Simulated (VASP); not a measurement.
Wanted: the native input for a VASP 6.6.1 run.

```yaml
Task: single point
Functional: r2SCAN
Potentials_or_basis: VASP PAW PBE potentials, release 64 (Zn, Se)
Cutoff: 520 eV
k_mesh: 8 × 8 × 8
Occupations: gaussian, width 0.01 eV
Spin: no spin polarisation
Dipole_correction: no
Further_INCAR_settings: ALGO = Normal; EDIFF = 1e-06; NBANDS = 16
```

ZnSe:

```
Zn Se
1.0
     0.00000    2.69080    2.69080
     2.69080    0.00000    2.69080
     2.69080    2.69080    0.00000
Zn Se
1 1
Direct
  0.00000 0.00000 0.00000
  0.25000 0.25000 0.25000
```

This cell differs from its parent crystal: strain -5.0%.

One way to write it, as run:

POSCAR

```
ZnSe
1.0
    0.0000000000      2.6907996506      2.6907996506
    2.6907996506      0.0000000000      2.6907996506
    2.6907996506      2.6907996506      0.0000000000
Zn Se
1 1
Direct
    0.0000000000      0.0000000000      0.0000000000
    0.2500000000      0.2500000000      0.2500000000
```

INCAR.step1

```
  PREC = Accurate
  ENCUT = 520
  ISMEAR = 0
  SIGMA = 0.01
  LREAL = False
  LASPH = True
  NELM = 100
  NBANDS = 16
  GGA = PE
  ALGO = Normal
  EDIFF = 1E-4
  LWAVE = True
  LCHARG = False
```

INCAR.step2

```
  PREC = Accurate
  ENCUT = 520
  EDIFF = 1E-6
  ISMEAR = 0
  SIGMA = 0.01
  LREAL = False
  LASPH = True
  NELM = 100
  ALGO = Normal
  ISIF = 2
  LWAVE = False
  LCHARG = False
  METAGGA = R2SCAN
  LMIXTAU = True
  NBANDS = 16
  ISTART = 1
```

KPOINTS

```
regular mesh
0
Gamma
  8 8 8
```

Potentials or basis: VASP PAW PBE potentials, release 64 (Zn, Se).

The run is started by

```sh
$ cat potpaw_PBE.64/Zn/POTCAR potpaw_PBE.64/Se/POTCAR > POTCAR
$ cp INCAR.step1 INCAR
$ mpirun -np 1 vasp_std > vasp.out
$ cp INCAR.step2 INCAR
$ mpirun -np 1 vasp_std > vasp.out
```

It gave:

- Pressure: 14.4 GPa
- Band gap on the k mesh: 2.58 eV, direct

Caveat: the cell differs from its parent crystal (strain -5.0%); the PAW data sets were made with another functional, which shifts forces and pressure a little.

It took 47 s on 1 thread of AMD EPYC 9R45 96-Core Processor (Zen 5) (shared host), peak memory 0.14 GiB.
